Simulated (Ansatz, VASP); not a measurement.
**One calculation of VO2, two programs**

```
CELL_PARAMETERS angstrom
4.53557 0.00000 0.07165
0.00000 2.80225 0.00000
-0.07166 0.00000 4.53566
ATOMIC_POSITIONS crystal
V 0.00000 0.00000 0.00000
V 0.50000 0.50000 0.50000
O 0.79892 0.50000 0.20106
O 0.20108 0.50000 0.79894
O 0.70108 0.00000 0.70106
O 0.29892 0.00000 0.29894
```

Alike in both runs: functional PBEsol; k mesh 8 × 12 × 8; occupations gaussian, width 0.1 eV; collinear spin.

Ansatz relaxed the structure, and its values are those at the end. VASP's run is a single point on that final structure, the one shown.

|  | VASP | Ansatz |
| --- | --- | --- |
| version | VASP 6.6.1 | Ansatz 0.2.0 |
| potentials or method | VASP PAW PBE potentials, release 64 (V_sv, O), cutoff 600 eV | scalar-relativistic, plane waves, PAW |
| valence electrons in the cell | 50 | 50 |

```tsv
	VASP	Ansatz	Ansatz less VASP
gap on the k mesh at the Fermi level (eV)	none	none	-
pressure (GPa)	0.3	0.0	-0.36
rms of the force components (eV/Å)	0.012	0.000	-0.0116
net moment per atom (μB)	0.33	0.33	0.000
size of the moment on the site where the two differ most (μB)	1.01	0.79	-0.218
```

VASP's potentials were made for PBE, not for PBEsol. Site moments also hang on the region over which each program counts them. A gap of «none» marks a metal or a gap that the smearing closes.
